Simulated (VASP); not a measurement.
Crystal: Nb.

```xyz
1
Lattice="-1.6640 1.6640 1.6640 1.6640 -1.6640 1.6640 1.6640 1.6640 -1.6640" Properties=species:S:1:pos:R:3 pbc="T T T"
Nb    0.0000    0.0000    0.0000
```

* Program: VASP 6.6.1
* Task: relaxation of cell and atoms
* Functional: PBEsol-based global hybrid with 25 % exact exchange
* Potentials or basis: VASP PAW PBE potentials, release 64 (Nb_sv)
* Cutoff: 500 eV
* k mesh: 6 × 6 × 6
* Occupations: fermi-dirac, width 0.05 eV
* Spin: no spin polarisation

At the start: pressure -14.0 GPa; volume 18.43 Å³/atom.

Question: How do energy, volume and symmetry change on relaxing?

Answer: Over 7 steps the energy falls by 69.0 meV/atom and the volume is 16.95 Å³/atom (-8.0 %); space group Im-3m (No. 229, to 0.1 Å) before and after.

Step by step:
| step | energy change (eV) | largest force (eV/Å) | pressure (GPa) | volume (Å³) |
| --- | --- | --- | --- | --- |
| 1 | 0.0000 | 0.0000 | -13.97 | 18.43 |
| 2 | 0.2086 | 0.0000 | 40.42 | 14.47 |
| 3 | -0.0688 | 0.0000 | -0.80 | 17.02 |
| 4 | -0.0690 | 0.0000 | -0.12 | 16.96 |
| 5 | -0.0690 | 0.0000 | 0.23 | 16.93 |
| 6 | -0.0689 | 0.0000 | -0.36 | 16.98 |
| 7 | -0.0690 | 0.0000 | 0.00 | 16.95 |

Final structure:
```yaml
crystal:
  lattice:
    - [-1.61815, 1.61815, 1.61815]
    - [1.61815, -1.61815, 1.61815]
    - [1.61815, 1.61815, -1.61815]
  atoms:
    - { symbol: Nb, position: [0.00000, 0.00000, 0.00000] }
```

Caveat: the k points lie up to 0.46 Å⁻¹ apart in the final cell, too coarse for converged energies and pressures of a metal; the PAW data sets were made with another functional, which shifts forces and pressure a little.
